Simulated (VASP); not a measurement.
Runs of VASP 6.6.1 on Hf. The structure is that of space group Pm-3m (No. 221), or close to it. The cells are those of the table. 

```csv
task,cell,k mesh,cutoff (eV),gap on the mesh (eV),pressure (GPa),relaxed volume (Å³/atom)
single point,"a = 2.866 Å, 1 atom",8 × 8 × 8,520,none,(a),-
single point,"a = 2.857 Å, 1 atom",9 × 9 × 9,520,none,-0.2,-
relaxation of cell and atoms,"relaxed from a = 2.866 Å, 1 atom",9 × 9 × 9,600,none,0.0,23.24
relaxation of cell and atoms,"relaxed from a = 2.910 Å, 1 atom",8 × 8 × 8,600,none,0.0,23.46
```

Alike in all rows: level PBEsol+D4; potentials or basis VASP PAW PBE potentials, release 64 (Hf_pv); no spin polarisation; smearing fermi-dirac 0.1 eV.

Fill in the values left out.

(a) -0.3.

Caveats: the PAW data sets were made with another functional, which shifts forces and pressure a little; spin-orbit coupling is left out, which moves the levels of the heavy elements; pairwise dispersion overbinds metals, which lowers pressure and volume.

A k mesh can miss the band edges, and the runs leave out spin-orbit coupling on Hf.

A gap of «none» marks levels without a gap at the run's occupations.
